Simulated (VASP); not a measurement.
Wanted: the native input for a VASP 6.6.1 run.

| Item | Value |
| --- | --- |
| Task | single point |
| Functional | r2SCAN |
| Potentials or basis | VASP PAW PBE potentials, release 64 (Ti_sv, S) |
| Cutoff | 520 eV |
| k mesh | 6 × 6 × 6 |
| Occupations | fermi-dirac, width 0.05 eV |
| Spin | no spin polarisation |
| Dipole correction | no |
| Further INCAR settings | ALGO = Normal; EDIFF = 1e-06; NBANDS = 32 |

Crystal: Ti3S2.

```
CELL_PARAMETERS angstrom
2.71311 1.56642 3.23762
-2.71311 1.56642 3.23762
0.00000 -3.13283 3.23762
ATOMIC_POSITIONS crystal
Ti 0.00000 0.33565 0.66434
Ti 0.66434 0.00000 0.33565
Ti 0.33565 0.66434 0.00000
S 0.16784 0.16784 0.16784
S 0.83216 0.83216 0.83216
```

One way to write it, as run:

POSCAR

```
Ti3S2
1.0
    2.7131139241      1.5664170544      3.2376184047
   -2.7131139241      1.5664170544      3.2376184047
    0.0000000000     -3.1328341088      3.2376184047
Ti S
3 2
Direct
    0.0000000000      0.3356550000      0.6643450000
    0.6643450000      0.0000000000      0.3356550000
    0.3356550000      0.6643450000      0.0000000000
    0.1678390000      0.1678390000      0.1678390000
    0.8321610000      0.8321610000      0.8321610000
```

INCAR.step1

```
PREC = Accurate
ENCUT = 520
ISMEAR = -1
SIGMA = 0.05
LREAL = False
LASPH = True
NELM = 100
NBANDS = 32
GGA = PE
ALGO = Normal
EDIFF = 1E-4
LWAVE = True
LCHARG = False
```

INCAR.step2

```
PREC = Accurate
ENCUT = 520
EDIFF = 1E-6
ISMEAR = -1
SIGMA = 0.05
LREAL = False
LASPH = True
NELM = 100
ALGO = Normal
ISIF = 2
LWAVE = False
LCHARG = False
METAGGA = R2SCAN
LMIXTAU = True
NBANDS = 32
ISTART = 1
```

KPOINTS

```
regular mesh
0
Gamma
  6 6 6
```

Potentials or basis: VASP PAW PBE potentials, release 64 (Ti_sv, S).

Launch:

```bash
$ cat potpaw_PBE.64/Ti_sv/POTCAR potpaw_PBE.64/S/POTCAR > POTCAR
$ cp INCAR.step1 INCAR
$ mpirun -np 1 vasp_std > vasp.out
$ cp INCAR.step2 INCAR
$ mpirun -np 1 vasp_std > vasp.out
```

It gave:

```
Pressure               : 0.0 GPa
Largest force          : 0.043 eV/Å
Band gap on the k mesh : zero (bands 24 and 25 overlap by 0.26 eV)
```

Caveat: the PAW data sets were made with another functional, which shifts forces and pressure a little.

Wall time 5.9 min on 1 thread of Intel(R) Xeon(R) Platinum 8488C (Sapphire Rapids), on a shared host, peak memory 0.25 GiB.
